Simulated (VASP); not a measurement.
Here is a VASP 6.6.1 calculation.

Contents of INCAR:

```
SYSTEM = InSe
PREC     = Accurate       ! precision mode
ENCUT    = 520            ! plane-wave cutoff, eV
EDIFF    = 1E-7           ! SCF threshold, eV
ISMEAR   = -1             ! smearing method
SIGMA    = 0.05           ! smearing width, eV
LREAL    = .False.        ! projectors in reciprocal space
LASPH    = .True.         ! aspherical terms in the spheres
NELM     = 80             ! most SCF steps
ALGO     = Normal         ! electronic algorithm
ISIF     = 2              ! what is computed and relaxed
LWAVE    = .False.        ! write WAVECAR
LCHARG   = .False.        ! write CHGCAR
GGA      = PS             ! functional
NBANDS   = 27             ! bands
```

Contents of KPOINTS:

```
regular mesh
0
Gamma
  6 6 5
  0 0 0
```

File POSCAR:

```
InSe
1.0
    5.8263928781     -2.0546489550      0.0000000000
    5.8263928781      2.0546489550      0.0000000000
   -1.7232330140      0.0000000000      4.7236343791
In Se
2 2
Direct
    0.8882032500      0.8882032500      0.0468413600
    0.1117967500      0.1117967500      0.9531586400
    0.6609275900      0.6609275900      0.6689556200
    0.3390724100      0.3390724100      0.3310443800
```

Potentials or basis: VASP PAW PBE potentials, release 64 (In_d, Se).

Command:

```sh
$ cat potpaw_PBE.64/In_d/POTCAR potpaw_PBE.64/Se/POTCAR > POTCAR
$ mpirun -np 1 vasp_std > vasp.out
```

Question: Estimate the largest force.

Answer: 0.192 eV/Å.

Question: Estimate the band gap on the k mesh.

Answer: 1.27 eV (least direct gap 1.42 eV).

Question: What does it give for the pressure?

Answer: -0.7 GPa.

Stress tensor (GPa, compression positive):
```
-1.06  0.00  0.17
 0.00 -0.66  0.00
 0.17  0.00 -0.35
```

Caveat: the PAW data sets were made with another functional, which shifts forces and pressure a little; spin-orbit coupling is left out, which moves the levels of the heavy elements; an odd mesh through Γ misses points on the zone boundary, where band edges can lie.
